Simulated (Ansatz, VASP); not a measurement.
**Na3OF in VASP and in Ansatz**

File POSCAR:

```
Na3OF
1.0
    4.4320731368      0.0000000000      0.0000000000
    0.0000000000      4.4320731368      0.0000000000
    0.0000000000      0.0000000000      4.4320731368
F O Na
1 1 3
Direct
    0.0000000000      0.0000000000      0.0000000000
    0.5000000000      0.5000000000      0.5000000000
    0.5000000000      0.5000000000      0.0000000000
    0.5000000000      0.0000000000      0.5000000000
    0.0000000000      0.5000000000      0.5000000000
```

File INCAR.step1:

```
SYSTEM = Na3OF
PREC     = Accurate       ! precision mode
ENCUT    = 520            ! plane-wave cutoff, eV
ISMEAR   = 0              ! smearing method
SIGMA    = 0.01           ! smearing width, eV
LREAL    = .FALSE.        ! projectors in reciprocal space
LASPH    = .TRUE.         ! aspherical terms in the spheres
NELM     = 80             ! most SCF steps
NBANDS   = 25             ! bands
GGA      = PE             ! functional
ALGO     = Normal         ! electronic algorithm
EDIFF    = 1E-4           ! SCF threshold, eV
LWAVE    = .TRUE.         ! write WAVECAR
LCHARG   = .FALSE.        ! write CHGCAR
```

The input INCAR.step2:

```
SYSTEM = Na3OF
PREC     = Accurate       ! precision mode
ENCUT    = 520            ! plane-wave cutoff, eV
EDIFF    = 1E-6           ! SCF threshold, eV
ISMEAR   = 0              ! smearing method
SIGMA    = 0.01           ! smearing width, eV
LREAL    = .FALSE.        ! projectors in reciprocal space
LASPH    = .TRUE.         ! aspherical terms in the spheres
NELM     = 80             ! most SCF steps
ALGO     = Normal         ! electronic algorithm
ISIF     = 2              ! what is computed and relaxed
LWAVE    = .FALSE.        ! write WAVECAR
LCHARG   = .TRUE.         ! write CHGCAR
METAGGA  = R2SCAN         ! meta-GGA
LMIXTAU  = .TRUE.       
LELF     = .TRUE.         ! ELF
LVHAR    = .TRUE.       
NBANDS   = 25             ! bands
ISTART   = 1
```

The input KPOINTS:

```
Automatic mesh
0
G
  6 6 6
  0 0 0
```

Input for Ansatz:

```yaml
crystal:
  lattice:
    - [4.4320731368, 0.0, 0.0]
    - [0.0, 4.4320731368, 0.0]
    - [0.0, 0.0, 4.4320731368]
  atoms:
    - { symbol: F, position: [0.0, 0.0, 0.0] }
    - { symbol: O, position: [0.5, 0.5, 0.5] }
    - { symbol: Na, position: [0.5, 0.5, 0.0] }
    - { symbol: Na, position: [0.5, 0.0, 0.5] }
    - { symbol: Na, position: [0.0, 0.5, 0.5] }
kpoints:
  mp_grid: { grid: [6, 6, 6] }
hamiltonian:
  xc: r2scan
scf:
  occupations: { method: fixed }
  n_extra_bands: 5
output:
  forces: true
  stress: true
  eigenvalues: true
```

Alike in both runs: task single point; functional r2SCAN; k mesh 6 × 6 × 6; no spin polarisation.

|  | VASP | Ansatz |
| --- | --- | --- |
| version | VASP 6.6.1 | Ansatz 0.2.0 |
| potentials or method | VASP PAW PBE potentials, release 64 (F, O, Na_pv) | plane waves, PAW |
| plane-wave cutoff (eV) | 520 | 500 |
| occupations | gaussian, width 0.01 eV | fixed |
| valence electrons in the cell | 34 | 40 |

Ansatz gave:

* gap on the k mesh at the Fermi level (eV): 2.39
* pressure (GPa): -2.0

**Question.** Estimate VASP's values.

**Answer.** gap on the k mesh at the Fermi level (eV): 2.34; pressure (GPa): -2.0.

VASP's potentials were made for PBE, not for r2SCAN. VASP's potentials hold 34 valence electrons a cell and Ansatz's 40, so a difference there can come from the potentials and not from the codes.
